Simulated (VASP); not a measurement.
Set up this calculation in VASP 6.6.1, as the native input.

| Item | Value |
| --- | --- |
| Task | single point |
| Functional | HSE06 |
| Potentials or basis | VASP PAW PBE potentials, release 64 (Mg, S) |
| Cutoff | 520 eV |
| k mesh | 4 × 4 × 4 |
| Occupations | gaussian, width 0.01 eV |
| Spin | no spin polarisation |
| Dipole correction | no |
| Grid for exact exchange (PRECFOCK) | Normal |
| Further INCAR settings | ALGO = Normal; EDIFF = 1e-07; NBANDS = 11 |
| Screening parameter | 0.2079 1/Å |

Crystal: MgS.

```
CELL_PARAMETERS angstrom
0.00000 2.83088 2.83088
2.83088 0.00000 2.83088
2.83088 2.83088 0.00000
ATOMIC_POSITIONS crystal
Mg 0.00000 0.00000 0.00000
S 0.25000 0.25000 0.25000
```

These files were run (other wordings do the same):

POSCAR

```
MgS
1.0
    0.0000000000      2.8308768389      2.8308768389
    2.8308768389      0.0000000000      2.8308768389
    2.8308768389      2.8308768389      0.0000000000
Mg S
1 1
Direct
    0.0000000000      0.0000000000      0.0000000000
    0.2500000000      0.2500000000      0.2500000000
```

INCAR.step1

```
SYSTEM = MgS
ALGO = Normal
EDIFF = 1E-5
ENCUT = 520
GGA = PE
ISIF = 2
ISMEAR = 0
LASPH = .True.
LREAL = .False.
LWAVE = .True.
NBANDS = 11
NELM = 100
PREC = Accurate
SIGMA = 0.01
```

INCAR.step2

```
SYSTEM = MgS
ALGO = Normal
EDIFF = 1E-7
ENCUT = 520
GGA = PE
HFSCREEN = 0.2079
ISIF = 2
ISMEAR = 0
ISTART = 1
LASPH = .True.
LCHARG = .True.
LELF = .True.
LHFCALC = .True.
LREAL = .False.
LVHAR = .True.
LWAVE = .False.
NBANDS = 11
NELM = 100
PREC = Accurate
PRECFOCK = Normal
SIGMA = 0.01
```

KPOINTS

```
k-points
0
Gamma
  4 4 4
  0 0 0
```

Potentials or basis: VASP PAW PBE potentials, release 64 (Mg, S).

Launch:

```bash
$ cat potpaw_PBE.64/Mg/POTCAR potpaw_PBE.64/S/POTCAR > POTCAR
$ cp INCAR.step1 INCAR
$ mpirun -np 1 vasp_std > vasp.out
$ cp INCAR.step2 INCAR
$ mpirun -np 1 vasp_std > vasp.out
```

It gave:

The pressure is -0.1 GPa and the band gap on the k mesh is 4.52 eV, direct.

Caveat: the k points lie up to 0.48 Å⁻¹ apart; the PAW data sets were made with another functional, which shifts forces and pressure a little.

Run time: 94 s on 1 thread of AMD EPYC 9R14 (Zen 4) (shared host), peak memory 0.25 GiB.
